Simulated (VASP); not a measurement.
A run of VASP 6.6.1 is set up as follows.

File INCAR:

```
PREC = Accurate
ENCUT = 600
EDIFF = 1E-7
ISMEAR = 0
SIGMA = 0.05
LREAL = F
LASPH = T
NELM = 200
ALGO = Normal
ISIF = 3
LWAVE = F
LCHARG = F
ISPIN = 2
MAGMOM = 0 0 0 7 0 0 0 0 0 0 0 0 0 0 0 0 0 0
LORBIT = 11
LMAXMIX = 6
LDAU = T
LDAUTYPE = 2
LDAUL = -1 3 -1 -1
LDAUU = 0 6 0 0
LDAUJ = 0 0 0 0
LDAUPRINT = 1
GGA = PS
IBRION = 2
NSW = 65
EDIFFG = -0.03
GGA_COMPAT = F
NELMIN = 4
KPAR = 4
```

Contents of KPOINTS:

```
Automatic mesh
0
Gamma
  4 3 3
```

Contents of POSCAR:

```
Ca5EuH9Br3
1.0
    0.0000000000      0.0000000000     -6.7802644215
   -5.8226127375     -3.3616870314      0.0000000000
    0.0000000000      6.7233740628      0.0000000000
Br Eu Ca H
3 1 5 9
Direct
    0.0012273110      0.3385517439      0.6672319597
    0.0010536955      0.6666139831      0.3321406393
    0.0002300146     -0.0011068521     -0.0004713121
    0.3075898264      0.3397551165      0.3358746211
    0.3072669193      0.6736000864      1.0070401236
    0.3112167404      1.0037720318      0.6674494051
    0.6928944977      0.6700424196      0.6678211622
    0.6880213071     -0.0014312122      0.3310823176
    0.6984847861      0.3338182503      0.9974881944
    0.6479500343      0.3338890471      0.3405009059
    0.6516509334      0.6699948379      1.0065818085
    0.6467014101      1.0041994746      0.6646258809
    0.3494711341      0.6689381171      0.6671852000
    0.3532550814     -0.0044684374      0.3296621173
    0.3542005096      0.3282041493      1.0016066127
    0.4979909455      0.6650777798      0.3339116029
    0.5011592995     -0.0057803040     -0.0019222168
    0.4978359314      0.3308910368      0.6684675041
```

Potentials or basis: VASP PAW PBE potentials, release 64 (Br, Eu, Ca_sv, H).

Launch:

```bash
$ cat potpaw_PBE.64/Br/POTCAR potpaw_PBE.64/Eu/POTCAR potpaw_PBE.64/Ca_sv/POTCAR potpaw_PBE.64/H/POTCAR > POTCAR
$ mpirun -np 4 vasp_std > vasp.out
```

(1) Predict the net moment.

(2) What does it give for the band gap on the k mesh?

Answers

(1) 7.00 μB per cell.

(2) 1.34 eV (least direct gap 1.46 eV).

Caveat: spin-orbit coupling is left out, which moves the levels of the heavy elements.
